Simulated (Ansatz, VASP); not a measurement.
Co: VASP beside Ansatz

```xyz
2
Lattice="2.4874 0.0000 0.0000 -1.2437 2.1541 0.0000 0.0000 0.0000 4.0633" Properties=species:S:1:pos:R:3 pbc="T T T"
Co    0.0000    1.4361    3.0074
Co    1.2437    0.7180    1.0559
```

Alike in both runs: task single point; functional PBE; k mesh 12 × 12 × 7; occupations fermi-dirac, width 0.05 eV; collinear spin.

|  | VASP | Ansatz |
| --- | --- | --- |
| version | VASP 6.6.1 | Ansatz 0.2.0 |
| potentials or method | VASP PAW PBE potentials, release 64 (Co) | Ansatz PAW |
| plane-wave cutoff (eV) | 520 | 420 |
| valence electrons in the cell | 18 | 34 |

VASP gave:

| Property | Result |
| --- | --- |
| gap on the k mesh at the Fermi level (eV) | none |
| pressure (GPa) | 0.0 |
| traceless stress, the component that is largest in VASP (GPa) | -1.92 |
| rms of the force components (eV/Å) | 0.278 |
| net moment per atom (μB) | 1.63 |
| size of the moment on the site where the two differ most (μB) | 1.65 |

Which values does Ansatz return?

gap on the k mesh at the Fermi level (eV): none; pressure (GPa): 0.8; traceless stress, the component that is largest in VASP (GPa): -1.91; rms of the force components (eV/Å): 0.285; net moment per atom (μB): 1.64; size of the moment on the site where the two differ most (μB): 1.71.

Site moments also hang on the region over which each program counts them. Atom by atom the forces differ by 0.007 eV/Å (rms over components). A gap of «none» marks a metal or a gap that the smearing closes. With one functional, cell and mesh, what is left measures potentials, basis and numerics. VASP's potentials hold 18 valence electrons a cell and Ansatz's 34, so a difference there can come from the potentials and not from the codes.
